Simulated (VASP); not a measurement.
# Ga (P6/mmm) in VASP: notebook

The runs below take Ga through single point, with PBE.

Program: VASP 6.6.1. These are calculated values, not measurements. Logs are shortened: lines on timing, memory, paths and dates and some standing lists are left out, and cuts for length are marked.

## Step 1: The cell of the first run

It takes space group P6/mmm (No. 191, hexagonal). The conventional cell has a = 3.908 Å, b = 3.908 Å, c = 2.407 Å, α = 90.00°, β = 90.00°, γ = 120.00°. Within 3.2 Å of Ga (site symmetry 6/mmm) lie 14 Ga at 2.41 to 2.56 Å. Ga (site symmetry -6m2) has 11 Ga at 2.26 to 2.56 Å within 3.0 Å.

## Step 2: Single point, PBE

INCAR

```
PREC = Accurate
ENCUT = 520
EDIFF = 1E-6
ISMEAR = -1
SIGMA = 0.05
LREAL = F
LASPH = T
NELM = 80
ALGO = Normal
ISIF = 2
LWAVE = F
LCHARG = F
GGA = PE
NBANDS = 26
```

KPOINTS

```
Automatic mesh
0
Gamma
  8 8 10
```

POSCAR

```
Ga
1.0
    3.9079788200      0.0000000000      0.0000000000
   -1.9539894100      3.3844089355      0.0000000000
    0.0000000000      0.0000000000      2.4071006177
Ga
3
Direct
    0.0000000000      0.0000000000      0.0000000000
    0.3333333333      0.6666666667      0.5000000000
    0.6666666667      0.3333333333      0.5000000000
```

Potentials or basis: VASP PAW PBE potentials, release 64 (Ga_d).

Run with:

```sh
$ cat potpaw_PBE.64/Ga_d/POTCAR > POTCAR
$ mpirun -np 1 vasp_std > vasp.out
```

OUTCAR:

```text
PREC = Accurate
   ENCUT = 520
   EDIFF = 1E-6
   ISMEAR = -1
   LREAL = F
   LASPH = T
   NELM = 80
   ISIF = 2
   GGA = PE

 ion  position               nearest neighbor table
   1  0.000  0.000  0.000-   2 2.56   3 2.56   2 2.56   3 2.56   2 2.56   2 2.56   3 2.56   3 2.56
                             3 2.56   3 2.56   2 2.56   2 2.56
   2  0.333  0.667  0.500-   3 2.26   3 2.26   3 2.26   1 2.56   1 2.56   1 2.56   1 2.56   1 2.56
                             1 2.56
   3  0.667  0.333  0.500-   2 2.26   2 2.26   2 2.26   1 2.56   1 2.56   1 2.56   1 2.56   1 2.56
                             1 2.56

  LATTYP: Found a hexagonal cell.
 ALAT       =     3.9079788200
 C/A-ratio  =     0.6159451544

  Lattice vectors:

 A1 = (   3.9079788200,   0.0000000000,   0.0000000000)
 A2 = (  -1.9539894100,   3.3844089355,   0.0000000000)
 A3 = (   0.0000000000,   0.0000000000,   2.4071006177)

Analysis of symmetry for initial positions (statically):
=====================================================================
 Subroutine PRICEL returns:
 Original cell was already a primitive cell.

 Routine SETGRP: Setting up the symmetry group for a
 hexagonal supercell.

 Subroutine GETGRP returns: Found 24 space group operations
 (whereof 24 operations were pure point group operations)
 out of a pool of 24 trial point group operations.

The static configuration has the point symmetry D_6h.

Analysis of symmetry for dynamics (positions and initial velocities):
=====================================================================
 Subroutine PRICEL returns:
 Original cell was already a primitive cell.

 Routine SETGRP: Setting up the symmetry group for a
 hexagonal supercell.

 Subroutine GETGRP returns: Found 24 space group operations
 (whereof 24 operations were pure point group operations)
 out of a pool of 24 trial point group operations.

The dynamic configuration has the point symmetry D_6h.

 Subroutine INISYM returns: Found 24 space group operations
 (whereof 24 operations are pure point group operations),
 and found     1 'primitive' translations

----------------------------------------------------------------------------------------

                                     Primitive cell

  volume of cell :      31.8368

  direct lattice vectors                    reciprocal lattice vectors
     3.907978820  0.000000000  0.000000000     0.255886750  0.147736284  0.000000000
    -1.953989410  3.384408936  0.000000000     0.000000000  0.295472568  0.000000000
     0.000000000  0.000000000  2.407100618     0.000000000  0.000000000  0.415437557

  length of vectors
     3.907978820  3.907978820  2.407100618     0.295472568  0.295472568  0.415437557

  position of ions in fractional coordinates (direct lattice)
     0.000000000  0.000000000  0.000000000
     0.333333333  0.666666667  0.500000000
     0.666666667  0.333333333  0.500000000

  ion indices of the primitive-cell ions
   primitive index   ion index
                 1           1
                 2           2
                 3           3

----------------------------------------------------------------------------------------

 KPOINTS: Automatic mesh

Automatic generation of k-mesh.
 Grid dimensions read from file:
 generate k-points for:    8    8   10

 Generating k-lattice:

  Cartesian coordinates                     Fractional coordinates (reciprocal lattice)
     0.031985844  0.018467036  0.000000000     0.125000000  0.000000000  0.000000000
     0.000000000  0.036934071  0.000000000     0.000000000  0.125000000  0.000000000
     0.000000000  0.000000000  0.041543756     0.000000000  0.000000000  0.100000000

  Length of vectors
     0.036934071  0.036934071  0.041543756

  Shift w.r.t. Gamma in fractional coordinates (k-lattice)
     0.000000000  0.000000000  0.000000000

 Subroutine IBZKPT returns following result:
 ===========================================

 Found     60 irreducible k-points:

 Following reciprocal coordinates:
            Coordinates               Weight
  0.000000  0.000000  0.000000      1.000000
  0.125000  0.000000  0.000000      6.000000
  0.250000  0.000000  0.000000      6.000000
  0.375000  0.000000  0.000000      6.000000
  0.500000  0.000000  0.000000      3.000000
  0.125000  0.125000  0.000000      6.000000
[... 16 lines left out ...]
  0.250000  0.000000  0.200000     12.000000
  0.375000  0.000000  0.200000     12.000000
 [... further k-points ...]
   k-points           NKPTS =     60   k-points in BZ     NKDIM =     60   number of bands    NBANDS=     26
   number of dos      NEDOS =    301   number of ions     NIONS =      3
   total plane-waves  NPLWV =  16200
   dimension x,y,z NGX =    30 NGY =   30 NGZ =   18
   dimension x,y,z NGXF=    60 NGYF=   60 NGZF=   36
   ions per type =               3
   NGX,Y,Z   is equivalent  to a cutoff of  12.76, 12.76, 12.43 a.u.
   NGXF,Y,Z  is equivalent  to a cutoff of  25.52, 25.52, 24.86 a.u.
 SYSTEM =  unknown system
   PREC   = accura    normal or accurate (medium, high low for compatibility)
   ISTART =      0    job   : 0-new  1-cont  2-samecut
   ICHARG =      2    charge: 1-file 2-atom 10-const
   ISPIN  =      1    spin polarized calculation?
   LNONCOLLINEAR =      F non collinear calculations
   LSORBIT =      F    spin-orbit coupling
   LASPH  =      T    aspherical Exc in radial PAW
   ENCUT  =  520.0 eV  38.22 Ry    6.18 a.u.   7.27  7.27  4.48*2*pi/ulx,y,z
   NELM   =     80;   NELMIN=  2; NELMDL= -5     # of ELM steps
   EDIFF  = 0.1E-05   stopping-criterion for ELM
   LREAL  =      F    real-space projection
   EDIFFG = 0.1E-04   stopping-criterion for IOM
   NSW    =      0    number of steps for IOM
   IBRION =     -1    ionic relax: 0-MD 1-quasi-New 2-CG
   NFREE  =      0    steps in history (QN), initial steepest desc. (CG)
   ISIF   =      2    stress and relaxation
   ISYM   =      2    0-nonsym 1-usesym 2-fastsym
   POTIM  = 0.5000    time-step for ionic-motion
   TEBEG  =    0.0;   TEEND  =   0.0 temperature during run
   PSTRESS=    0.0 pullay stress
   NELECT =      39.0000    total number of electrons
   NUPDOWN=      -1.0000    fix difference up-down
   EMIN   =  10.00;   EMAX   =-10.00  energy-range for DOS
   EFERMI =   0.00;   METHOD = LEGACY
   ISMEAR =    -1;   SIGMA  =   0.05  broadening in eV -4-tet -1-fermi 0-gaus
   EFERMI_NEDOS =   21; number of points for ismear=-14 and -15
   IALGO  =     38    algorithm
   IMIX   =      4    mixing-type and parameters
     AMIX     =   0.40;   BMIX     =  1.00
     AMIX_MAG =   1.60;   BMIX_MAG =  1.00
  volume/ion in A,a.u.               =      10.61        71.62
  Fermi-wavevector in a.u.,A,eV,Ry     =   1.751674  3.310184 41.747595  3.068362
  Thomas-Fermi vector in A             =   2.822153
   LORBIT       =      0    0 simple, 1 ext, 2 COOP (PROOUT), +10 PAW based schemes
   GGA     = PE    functional components
   LHFCALC =     F    Hartree Fock is set to
   AEXX    =    0.0000 exact exchange contribution
   IVDW    =     0    specifies the selected vdW correction
   LEPSILON=     F    determine dielectric tensor
   LRPA    =     F    only Hartree local field effects (RPA)
 non-spin polarized calculation
  energy-cutoff  :      520.00
  volume of cell :       31.84
 maximum number of plane-waves:       903
 NGX is ok and might be reduce to    30

 number of electron      39.0000030 magnetization

 Free energy of the ion-electron system (eV)
  ---------------------------------------------------
  ext. energy  EPLUGINS =         0.00000000
  ---------------------------------------------------
  free energy    TOTEN  =        -3.03771598 eV

  energy without entropy =       -3.03062253  energy(sigma->0) =       -3.03416926

 E-fermi :  12.9208     XC(G=0): -14.2343

 val. band max:       12.8262852058   @ k =   0.2500   0.1250   0.4000
 cond. band min:      12.9612497043   @ k =   0.2500   0.0000   0.5000
 fundamental gap:      0.1349644986
 Fermi energy:        12.9207699742

 k-point     1 :       0.0000    0.0000    0.0000
  band No.  band energies     occupation
      1      -4.3524      2.00000
      2      -3.9536      2.00000
      3      -3.5764      2.00000
      4      -3.5664      2.00000
      5      -3.5584      2.00000
      6      -3.5584      2.00000
[... 18 lines left out ...]
     25      34.3605      0.00000
     26      34.5050      0.00000

 k-point     2 :       0.1250    0.0000    0.0000
  band No.  band energies     occupation
      1      -4.2790      2.00000
      2      -3.8003      2.00000
      3      -3.7343      2.00000
      4      -3.6830      2.00000
      5      -3.6083      2.00000
      6      -3.5733      2.00000
[... 18 lines left out ...]
     25      31.3407      0.00000
     26      31.7070      0.00000

 k-point     3 :       0.2500    0.0000    0.0000
  band No.  band energies     occupation
      1      -4.1568      2.00000
      2      -3.9812      2.00000
      3      -3.7956      2.00000
      4      -3.6834      2.00000
      5      -3.6323      2.00000
      6      -3.3881      2.00000
[... 18 lines left out ...]
     25      27.3443      0.00000
     26      27.8910      0.00000

 k-point     4 :       0.3750    0.0000    0.0000
  band No.  band energies     occupation
      1      -4.1718      2.00000
      2      -4.0147      2.00000
      3      -3.8500      2.00000
      4      -3.7687      2.00000
      5      -3.6771      2.00000
      6      -3.4328      2.00000
[... 18 lines left out ...]
     25      23.8370      0.00000
     26      27.2273      0.00000
[... 496 lines left out ...]
      1      -4.0309      2.00000
      2      -3.8155      2.00000
      3      -3.7999      2.00000
      4      -3.6023      2.00000
      5      -3.5943      2.00000
      6      -3.4771      2.00000
[... 18 lines left out ...]
     25      25.5796      0.00000
     26      26.0731      0.00000

 k-point    23 :       0.2500    0.0000    0.2000
  band No.  band energies     occupation
      1      -4.0092      2.00000
      2      -3.8714      2.00000
      3      -3.8596      2.00000
      4      -3.5852      2.00000
      5      -3.5761      2.00000
      6      -3.4788      2.00000
[... 18 lines left out ...]
     25      24.5651      0.00000
     26      24.9823      0.00000

 k-point    24 :       0.3750    0.0000    0.2000
  band No.  band energies     occupation
      1      -4.0582      2.00000
      2      -3.8861      2.00000
      3      -3.8233      2.00000
      4      -3.6340      2.00000
      5      -3.5575      2.00000
      6      -3.3924      2.00000
[... 18 lines left out ...]
     25      23.6520      0.00000
     26      23.9762      0.00000

 [... further k-points ...]
[... 5 lines left out ...]
  --------------------------------------------------------------------------------------
  -------------------------------------------------------------------------------------
  Total       24.2103232     24.2103232     24.2073503      0.0000000     -0.0000000      0.0000000
  in kB     1218.3775565   1218.3775565   1218.2279481      0.0000000     -0.0000000      0.0000000
  external PRESSURE =    1218.3276870 kB  Pullay stress =       0.0000000 kB

 VOLUME and BASIS-vectors are now :
 -----------------------------------------------------------------------------
  energy-cutoff  :      520.00
  volume of cell :       31.84
      direct lattice vectors                 reciprocal lattice vectors
     3.907978820  0.000000000  0.000000000     0.255886750  0.147736284  0.000000000
    -1.953989410  3.384408936  0.000000000     0.000000000  0.295472568  0.000000000
     0.000000000  0.000000000  2.407100618     0.000000000  0.000000000  0.415437557

 POSITION                                       TOTAL-FORCE (eV/Angst)
 -----------------------------------------------------------------------------------
      0.00000      0.00000      0.00000        -0.000000      0.000000      0.000000
     -0.00000      2.25627      1.20355        -0.000000      0.000000      0.000000
      1.95399      1.12814      1.20355         0.000000     -0.000000      0.000000
 -----------------------------------------------------------------------------------
    total drift:                               -0.000000      0.000000      0.000000

  FREE ENERGIE OF THE ION-ELECTRON SYSTEM (eV)
  ---------------------------------------------------
  free  energy   TOTEN  =        -3.0377159773 eV

  energy  without entropy=       -3.0306225343  energy(sigma->0) =       -3.03416926
```

Run time: 22 s. Hardware: 1 thread of AMD EPYC 9R45 (Zen 5), shared host; peak memory 0.13 GiB.

What came out:

| Quantity | Value |
| --- | --- |
| Free energy | -3.0377 eV |
| Pressure | 121.8 GPa |

Levels at points of the mesh, in eV from the Fermi level:
| k point | band 15 | band 16 | band 17 | band 18 | band 19 | band 20 | band 21 | band 22 | band 23 | band 24 |
| --- | --- | --- | --- | --- | --- | --- | --- | --- | --- | --- |
| (0.00, 0.00, 0.00) | -15.55 | -15.55 | -3.08 | -3.08 | -3.04 | -3.04 | -1.76 | -1.56 | 8.04 | 13.16 |
| (0.50, 0.00, 0.00) | -15.50 | -13.26 | -13.15 | -7.37 | -4.75 | 7.29 | 7.30 | 7.45 | 7.54 | 11.57 |
| (0.00, 0.00, 0.50) | -15.37 | -9.72 | -9.55 | 1.52 | 1.52 | 1.85 | 2.92 | 3.19 | 3.19 | 4.69 |
| (0.50, 0.00, 0.50) | -15.44 | -7.45 | -6.63 | -5.65 | -5.09 | -0.79 | 0.44 | 1.21 | 1.55 | 11.93 |

## Step 3: Single point, PBE

INCAR

```
SYSTEM = Ga
PREC = Accurate
ENCUT = 520
EDIFF = 1E-7
ISMEAR = -1
SIGMA = 0.05
LREAL = .FALSE.
LASPH = .TRUE.
NELM = 80
ALGO = Normal
ISIF = 2
LWAVE = .FALSE.
LCHARG = .TRUE.
GGA = PE
LELF = .TRUE.
LVHAR = .TRUE.
NBANDS = 26
```

KPOINTS

```
regular mesh
0
G
  8 8 10
  0 0 0
```

POSCAR is that of step 2.

Potentials or basis: VASP PAW PBE potentials, release 64 (Ga_d).

Run with:

```sh
$ cat potpaw_PBE.64/Ga_d/POTCAR > POTCAR
$ mpirun -np 1 vasp_std > vasp.out
```

Wall time 25 s (1 thread of AMD EPYC 9R45 (Zen 5), shared host); peak memory 0.13 GiB.

Results (log left out):

```
Free energy : -3.0377 eV
Pressure    : 121.8 GPa
```

Levels at points of the mesh, in eV from the Fermi level:
```tsv
k point	band 15	band 16	band 17	band 18	band 19	band 20	band 21	band 22	band 23	band 24
(0.00, 0.00, 0.00)	-15.55	-15.55	-3.08	-3.08	-3.04	-3.04	-1.76	-1.56	8.04	13.16
(0.50, 0.00, 0.00)	-15.50	-13.26	-13.15	-7.37	-4.75	7.29	7.30	7.45	7.54	11.57
(0.00, 0.00, 0.50)	-15.37	-9.72	-9.55	1.52	1.52	1.85	2.92	3.19	3.19	4.69
(0.50, 0.00, 0.50)	-15.44	-7.45	-6.63	-5.65	-5.09	-0.79	0.44	1.21	1.55	11.93
```

## Step 4: Single point, PBE

This run uses another cell than the first one, of 14.47 Å³/atom, 1.364 times its volume.

INCAR

```
  PREC = Accurate
  ENCUT = 520
  EDIFF = 1E-6
  ISMEAR = -1
  SIGMA = 0.05
  LREAL = False
  LASPH = True
  NELM = 80
  ALGO = Normal
  ISIF = 2
  LWAVE = False
  LCHARG = False
  GGA = PE
  NBANDS = 26
```

KPOINTS

```
regular mesh
0
Gamma
  8 8 10
```

POSCAR

```
Ga
1.0
    4.3288670124      0.0000000000      0.0000000000
   -2.1644335062      3.7489088024      0.0000000000
    0.0000000000      0.0000000000      2.6751536601
Ga
3
Direct
    0.0000000000      0.0000000000      0.0000000000
    0.3333333333      0.6666666667      0.5000000000
    0.6666666667      0.3333333333      0.5000000000
```

Run with:

```sh
$ cat potpaw_PBE.64/Ga_d/POTCAR > POTCAR
$ mpirun -np 1 vasp_std > vasp.out
```

Wall time 27 s (1 thread of AMD EPYC 9R45 (Zen 5), shared host); peak memory 0.15 GiB.

Results (log left out):

```
Free energy : -7.6581 eV
Pressure    : 27.7 GPa
```

Stress tensor (GPa, compression positive):
```
27.65  0.00  0.00
 0.00 27.65  0.00
 0.00  0.00 27.74
```

Levels at points of the mesh, in eV from the Fermi level:
```tsv
k point	band 17	band 18	band 19	band 20	band 21	band 22
(0.00, 0.00, 0.00)	-2.35	-2.14	-2.02	-2.02	-1.90	-1.90
(0.50, 0.00, 0.00)	-10.52	-5.14	-4.54	5.66	5.84	6.32
(0.00, 0.00, 0.50)	-7.34	1.49	1.49	1.91	2.09	3.13
(0.50, 0.00, 0.50)	-5.26	-4.60	-4.32	-0.29	0.33	0.33
```
